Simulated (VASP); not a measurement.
A run of VASP 6.6.1:

File INCAR:

```
SYSTEM = Pt
  ALGO = Normal
  EDIFF = 1E-6
  ENCUT = 520
  GGA = RE
  ISIF = 2
  ISMEAR = -1
  LASPH = .TRUE.
  LCHARG = .TRUE.
  LELF = .TRUE.
  LREAL = .FALSE.
  LVHAR = .TRUE.
  LWAVE = .FALSE.
  NBANDS = 17
  NELM = 100
  PREC = Accurate
  SIGMA = 0.1
```

The input KPOINTS:

```
k-points
0
G
  13 13 7
  0 0 0
```

File POSCAR:

```
Pt
1.0
    2.7776747849      0.0000000000      0.0000000000
   -1.3888373925      2.4055369272      0.0000000000
    0.0000000000      0.0000000000      4.7788269243
Pt
2
Direct
    0.3333333333      0.6666666667      0.2500000000
    0.6666666667      0.3333333333      0.7500000000
```

Potentials or basis: VASP PAW PBE potentials, release 64 (Pt).

Run with:

```sh
$ cat potpaw_PBE.64/Pt/POTCAR > POTCAR
$ mpirun -np 1 vasp_std > vasp.out
```

Hardware: 1 thread of Intel(R) Xeon(R) 6975P-C (Granite Rapids), with other jobs on the host.

Estimate the wall time of this run.

It took 12 s on 1 thread of Intel(R) Xeon(R) 6975P-C (Granite Rapids), with other jobs on the host, peak memory 0.18 GiB. Counts: scf iterations 11, k points 84.
